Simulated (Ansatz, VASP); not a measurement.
## Two plane-wave programs on PbI2

```
CELL_PARAMETERS angstrom
4.55500 0.00000 0.00000
-2.27750 3.94475 0.00000
0.00000 0.00000 6.97700
ATOMIC_POSITIONS crystal
Pb 0.00000 0.00000 0.00000
I 0.33333 0.66667 0.26500
I 0.66667 0.33333 0.73500
```

Alike in both runs: task relaxation of cell and atoms; functional PBEsol; k mesh 10 × 10 × 6; occupations fermi-dirac, width 0.1 eV; no spin polarisation.

```csv
,VASP,Ansatz
version,VASP 6.6.1,Ansatz 0.2.0
potentials or method,"VASP PAW PBE potentials, release 64 (Pb_d, I)","PAW with Ansatz's default frozen-core files, scalar-relativistic"
plane-wave cutoff (eV),500,420
valence electrons in the cell,28,48
```

Ansatz gave:

- relaxed volume (Å³/atom): 42.14
- relaxed cell length with the largest relative difference (Å): 4.545

Problem. Estimate VASP's values.

Solution. Relaxed volume (Å³/atom): 42.02; relaxed cell length with the largest relative difference (Å): 4.539.

VASP's potentials were made for PBE, not for PBEsol. VASP's potentials hold 28 valence electrons a cell and Ansatz's 48, so a difference there can come from the potentials and not from the codes.

Neither program's run includes spin-orbit coupling.
